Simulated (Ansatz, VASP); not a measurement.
# One calculation of V, two programs

File INCAR:

```
PREC = Accurate
ENCUT = 500
EDIFF = 1E-7
ISMEAR = -1
SIGMA = 0.1
LREAL = F
LASPH = T
NELM = 200
ALGO = Normal
ISIF = 3
LWAVE = F
LCHARG = F
LMAXMIX = 4
LDAU = T
LDAUTYPE = 2
LDAUL = 2
LDAUU = 6
LDAUJ = 0
LDAUPRINT = 1
GGA = PE
IBRION = 2
NSW = 60
EDIFFG = -0.01
GGA_COMPAT = F
NELMIN = 4
```

KPOINTS

```
Automatic mesh
0
Gamma
  8 8 8
```

POSCAR

```
V
1.0
    0.0000000000      1.9315760000      1.9315760000
    1.9315760000      0.0000000000      1.9315760000
    1.9315760000      1.9315760000      0.0000000000
V
1
Direct
    0.0000000000      0.0000000000      0.0000000000
```

Input for Ansatz:

```yaml
crystal:
  lattice:
    - [0.0, 1.931576, 1.931576]
    - [1.931576, 0.0, 1.931576]
    - [1.931576, 1.931576, 0.0]
  atoms:
    - { symbol: V, position: [0.0, 0.0, 0.0] }
  symmetry: { tolerance: 0.0003 }
kpoints:
  mp_grid: { grid: [8, 8, 8], shift: [0, 0, 0] }
magnetization:
  spin_polarized: false
scf:
  occupations: { method: fermi_dirac }
  lower_state_search: full
hamiltonian:
  pseudopotentials: { kind: paw }
  xc: pbe
  hubbard: { sites: [{ species: V, l: d, u_eff: 6.0 }], double_counting: fll }
basis:
  ecutwfc: "600 eV"
output:
  forces: true
  stress: true
  eigenvalues: true
relax:
  max_steps: 40
  cell: {}
```

Alike in both runs: task relaxation of cell and atoms; functional PBE; k mesh 8 × 8 × 8; no spin polarisation; Hubbard terms V d U = 6.0 eV.

```csv
,VASP,Ansatz
version,VASP 6.6.1,Ansatz 0.2.0
potentials or method,"VASP PAW PBE potentials, release 64 (V_sv), cutoff 500 eV",PAW plane waves
occupations,"fermi-dirac, width 0.1 eV",fermi-dirac
valence electrons in the cell,13,13
```

|  | VASP | Ansatz | Ansatz less VASP |
| --- | --- | --- | --- |
| gap on the k mesh at the Fermi level, each at its own relaxed structure (eV) | none | none | - |
| relaxed volume (Å³/atom) | 15.12 | 21.54 | +6.422 |
| relaxed cell length with the largest relative difference (Å) | 2.776 | 3.265 | +0.4897 |

The programs project onto different local orbitals, so the same U acts differently, and such runs can settle in different states. A gap of «none» marks a metal or a gap that the smearing closes. Ansatz's warnings: end state compared, filled band counts differ across k points, stability check not made.
